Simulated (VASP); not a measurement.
# NaLi2 (Fd-3m) in VASP: a series of runs, part 2 of 2

VASP 6.6.1. The steps go on from the part before.

### Step 3. Relaxation of cell and atoms, PBE

This run uses another cell than the first one, of 15.11 Å³/atom, 0.591 times its volume.

INCAR

```
PREC     = Accurate       # precision mode
ENCUT    = 600            # plane-wave cutoff, eV
EDIFF    = 1E-6           # SCF threshold, eV
ISMEAR   = 0              # smearing method
SIGMA    = 0.1            # smearing width, eV
LREAL    = F              # projectors in reciprocal space
LASPH    = T              # aspherical terms in the spheres
NELM     = 60             # most SCF steps
ALGO     = Normal         # electronic algorithm
ISIF     = 3              # what is computed and relaxed
LWAVE    = F              # write WAVECAR
LCHARG   = F              # write CHGCAR
GGA      = PE             # functional
IBRION   = 2              # ionic algorithm
NSW      = 90             # ionic steps
EDIFFG   = -0.04          # ionic threshold
```

KPOINTS

```
Automatic mesh
0
Gamma
  4 4 4
```

POSCAR

```
NaLi2
1.0
    0.0000000000      3.5659003462      3.5659003462
    3.5659003462      0.0000000000      3.5659003462
    3.5659003462      3.5659003462      0.0000000000
Na Li
2 4
Direct
    0.0000000000      0.0000000000      0.0000000000
    0.2500000000      0.2500000000      0.2500000000
    0.6250000000      0.6250000000      0.6250000000
    0.1250000000      0.6250000000      0.6250000000
    0.6250000000      0.6250000000      0.1250000000
    0.6250000000      0.1250000000      0.6250000000
```

Potentials or basis: VASP PAW PBE potentials, release 64 (Na_pv, Li_sv).

Started as:

```
$ cat potpaw_PBE.64/Na_pv/POTCAR potpaw_PBE.64/Li_sv/POTCAR > POTCAR
$ mpirun -np 1 vasp_std > vasp.out
```

OUTCAR:

```text
PREC = Accurate
   ENCUT = 600
   EDIFF = 1E-6
   ISMEAR = 0
   LREAL = F
   LASPH = T
   NELM = 60
   ISIF = 3
   GGA = PE
   IBRION = 2
   NSW = 90
   EDIFFG = -0.04

 ion  position               nearest neighbor table
   1  0.000  0.000  0.000-
   2  0.250  0.250  0.250-
   3  0.625  0.625  0.625-   4 2.52   5 2.52   6 2.52   5 2.52   6 2.52   4 2.52
   4  0.125  0.625  0.625-   3 2.52   5 2.52   6 2.52   3 2.52   5 2.52   6 2.52
   5  0.625  0.625  0.125-   3 2.52   3 2.52   4 2.52   6 2.52   6 2.52   4 2.52
   6  0.625  0.125  0.625-   3 2.52   5 2.52   3 2.52   4 2.52   5 2.52   4 2.52

  LATTYP: Found a face centered cubic cell.
 ALAT       =     7.1318006924

  Lattice vectors:

 A1 = (   0.0000000000,   3.5659003462,   3.5659003462)
 A2 = (   3.5659003462,   0.0000000000,   3.5659003462)
 A3 = (   3.5659003462,   3.5659003462,   0.0000000000)

Analysis of symmetry for initial positions (statically):
=====================================================================
 Subroutine PRICEL returns:
 Original cell was already a primitive cell.

 Routine SETGRP: Setting up the symmetry group for a
 face centered cubic supercell.

 Subroutine GETGRP returns: Found 48 space group operations
 (whereof 24 operations were pure point group operations)
 out of a pool of 48 trial point group operations.

The static configuration has the point symmetry T_d .
 The point group associated with its full space group is O_h .

Analysis of symmetry for dynamics (positions and initial velocities):
[... 137 lines left out ...]
  energy-cutoff  :      600.00
  volume of cell :       90.69
 maximum number of plane-waves:      3042
   NGX = 21   NGY = 21   NGZ = 21

--------------------------------------- Ionic step        1  -------------------------------------------

 number of electron      25.9999971 magnetization

 Free energy of the ion-electron system (eV)
  ---------------------------------------------------
  ext. energy  EPLUGINS =         0.00000000
  ---------------------------------------------------
  free energy    TOTEN  =        -7.76166852 eV

  energy without entropy =       -7.74557489  energy(sigma->0) =       -7.75362170

 E-fermi :   2.8392     XC(G=0):  -8.3286

 val. band max:        2.7760032748   @ k =   0.0000   0.0000   0.0000
 cond. band min:       2.9113546589   @ k =   0.5000   0.2500   0.0000
 fundamental gap:      0.1353513841
 Fermi energy:         2.8392480208

 k-point     1 :       0.0000    0.0000    0.0000
  band No.  band energies     occupation
      1     -43.6821      2.00000
      2     -43.5861      2.00000
      3     -43.5861      2.00000
      4     -43.5861      2.00000
      5     -21.7492      2.00000
      6     -21.7492      2.00000
[... 268 lines left out ...]
--------------------------------------- Ionic step        4  -------------------------------------------

 number of electron      25.9999964 magnetization

 Free energy of the ion-electron system (eV)
  ---------------------------------------------------
  ext. energy  EPLUGINS =         0.00000000
  ---------------------------------------------------
  free energy    TOTEN  =        -9.83057227 eV

  energy without entropy =       -9.81187777  energy(sigma->0) =       -9.82122502

 E-fermi :   0.9250     XC(G=0):  -6.9765

 val. band max:        0.7354533519   @ k =   0.5000   0.5000   0.0000
 cond. band min:       0.9946050166   @ k =   0.5000   0.2500   0.0000
 fundamental gap:      0.2591516647
 Fermi energy:         0.9249560067

 k-point     1 :       0.0000    0.0000    0.0000
  band No.  band energies     occupation
      1     -46.0712      2.00000
      2     -46.0532      2.00000
      3     -46.0532      2.00000
      4     -46.0532      2.00000
      5     -23.7629      2.00000
      6     -23.7629      2.00000
[... 182 lines left out ...]
  FREE ENERGIE OF THE ION-ELECTRON SYSTEM (eV)
  ---------------------------------------------------
  free  energy   TOTEN  =        -9.8305722685 eV

  energy  without entropy=       -9.8118777733  energy(sigma->0) =       -9.82122502

 reached required accuracy - stopping structural energy minimisation
```

CONTCAR:

```text
NaLi2
   1.00000000000000
    -0.0000000000000000    4.1727635715817488    4.1727635715817488
     4.1727635715817488   -0.0000000000000000    4.1727635715817488
     4.1727635715817488    4.1727635715817488    0.0000000000000000
  Na              Li
     2     4
Direct
     0.0000000000000000    0.0000000000000000    0.0000000000000000
     0.2500000000000000    0.2500000000000000    0.2500000000000000
     0.6250000000000000    0.6250000000000000    0.6250000000000000
     0.1250000000000000    0.6250000000000000    0.6250000000000000
     0.6250000000000000    0.6250000000000000    0.1250000000000000
     0.6250000000000000    0.1250000000000000    0.6250000000000000

  0.00000000E+00  0.00000000E+00  0.00000000E+00
  0.00000000E+00  0.00000000E+00  0.00000000E+00
  0.00000000E+00  0.00000000E+00  0.00000000E+00
  0.00000000E+00  0.00000000E+00  0.00000000E+00
  0.00000000E+00  0.00000000E+00  0.00000000E+00
  0.00000000E+00  0.00000000E+00  0.00000000E+00
```

Run time: 38 s. Hardware: 1 thread of Intel Xeon Platinum 8559C (Emerald Rapids), shared host; peak memory 0.23 GiB.

What came out:

* Free energy: -9.8306 eV
* Relaxed volume: 24.22 Å³/atom
* Relaxed cell: a = 5.901 Å, b = 5.901 Å, c = 5.901 Å, α = 60.00°, β = 60.00°, γ = 60.00°
* Space group after relaxing (to 0.05 Å): Fd-3m (No. 227)
* Energy gained by relaxing: 344.8 meV/atom
* Ionic steps: 4
* Pressure after relaxing: 0.0 GPa
* Band gap on the k mesh: zero (band 13 reaches 1.75 eV, above the bottom of band 14 at -0.57 eV)

The path:
| step | energy change (eV) | largest force (eV/Å) | pressure (GPa) | volume (Å³) |
| --- | --- | --- | --- | --- |
| 1 | 0.0000 | 0.0000 | 15.92 | 90.69 |
| 2 | -1.4382 | 0.0000 | 6.88 | 111.86 |
| 3 | -2.0539 | 0.0000 | 0.85 | 139.74 |
| 4 | -2.0689 | 0.0000 | 0.03 | 145.31 |

Final structure:
```cif
data_structure
_symmetry_space_group_name_H-M 'P 1'
_symmetry_Int_Tables_number 1
_cell_length_a 5.9012
_cell_length_b 5.9012
_cell_length_c 5.9012
_cell_angle_alpha 60.000
_cell_angle_beta 60.000
_cell_angle_gamma 60.000
_cell_volume 145.31
loop_
_atom_site_label
_atom_site_type_symbol
_atom_site_fract_x
_atom_site_fract_y
_atom_site_fract_z
_atom_site_occupancy
Na1 Na 0.00000 0.00000 0.00000 1
Na2 Na 0.25000 0.25000 0.25000 1
Li1 Li 0.62500 0.62500 0.62500 1
Li2 Li 0.12500 0.62500 0.62500 1
Li3 Li 0.62500 0.62500 0.12500 1
Li4 Li 0.62500 0.12500 0.62500 1
```

Caveat: the k points lie up to 0.33 Å⁻¹ apart in the final cell; the cutoff is under 1.25 times the usual one of these potentials, so pressure, stress and relaxed cells hold a basis-set (Pulay) error; the volume moved by over 15 % at a fixed basis, so the end points are rough.

### Step 4. Single point, PBE

This run uses another cell than the first one, of 26.32 Å³/atom, 1.030 times its volume.

INCAR

```
PREC = Accurate
ENCUT = 520
EDIFF = 1E-7
ISMEAR = 0
SIGMA = 0.1
LREAL = False
LASPH = True
NELM = 100
ALGO = Fast
ISIF = 2
LWAVE = False
LCHARG = True
GGA = PE
LELF = True
LVHAR = True
NBANDS = 22
```

KPOINTS

```
Automatic mesh
0
Gamma
  8 8 8
```

POSCAR

```
NaLi2
1.0
    0.0000000000      4.2901394307      4.2901394307
    4.2901394307      0.0000000000      4.2901394307
    4.2901394307      4.2901394307      0.0000000000
Na Li
2 4
Direct
    0.5000000000      0.5000000000      0.5000000000
    0.7500000000      0.7500000000      0.7500000000
    0.1250000000      0.1250000000      0.1250000000
    0.6250000000      0.1250000000      0.1250000000
    0.1250000000      0.1250000000      0.6250000000
    0.1250000000      0.6250000000      0.1250000000
```

Started as:

```
$ cat potpaw_PBE.64/Na_pv/POTCAR potpaw_PBE.64/Li_sv/POTCAR > POTCAR
$ mpirun -np 1 vasp_std > vasp.out
```

It took 5.4 min on 1 thread of Intel Xeon Platinum 8559C (Emerald Rapids), shared host; peak memory 0.34 GiB.

It converged, with:

| Property | Result |
| --- | --- |
| Free energy | -10.0183 eV |
| Band gap on the k mesh | zero (band 13 reaches 1.48 eV, above the bottom of band 14 at -0.76 eV) |

Levels at points of the mesh, in eV from the Fermi level:
| k point | band 11 | band 12 | band 13 | band 14 | band 15 | band 16 |
| --- | --- | --- | --- | --- | --- | --- |
| (0.00, 0.00, 0.00) | -3.46 | 0.33 | 1.01 | 1.01 | 1.01 | 2.70 |
| (0.50, 0.00, 0.00) | -2.19 | -2.10 | 0.39 | 1.03 | 1.03 | 1.51 |
| (0.50, 0.50, 0.00) | -1.71 | -1.71 | -0.03 | -0.03 | 0.01 | 0.01 |

Caveat: the cutoff is under 1.25 times the usual one of these potentials, so pressure, stress and relaxed cells hold a basis-set (Pulay) error.

### Step 5. Summary

```tsv
task	cell	k mesh	cutoff (eV)	gap on the mesh (eV)
single point	a = 6.008 Å, angles 60.0°, 6 atoms	4 × 4 × 4	520	none
relaxation of cell and atoms	relaxed from a = 5.043 Å, angles 60.0°, 6 atoms	4 × 4 × 4	600	none
single point	a = 6.067 Å, angles 60.0°, 6 atoms	8 × 8 × 8	520	none
```

Alike in all rows: level PBE; potentials or basis VASP PAW PBE potentials, release 64 (Na_pv, Li_sv); no spin polarisation; smearing gaussian 0.1 eV.

Caveats: some runs use coarse meshes; the cutoff is under 1.25 times the usual one of these potentials, so pressure, stress and relaxed cells hold a basis-set (Pulay) error; the volume moved by over 15 % at a fixed basis, so the end points are rough (some runs).

Total energies depend on the potentials used, so only differences within one code and one set of settings carry meaning.
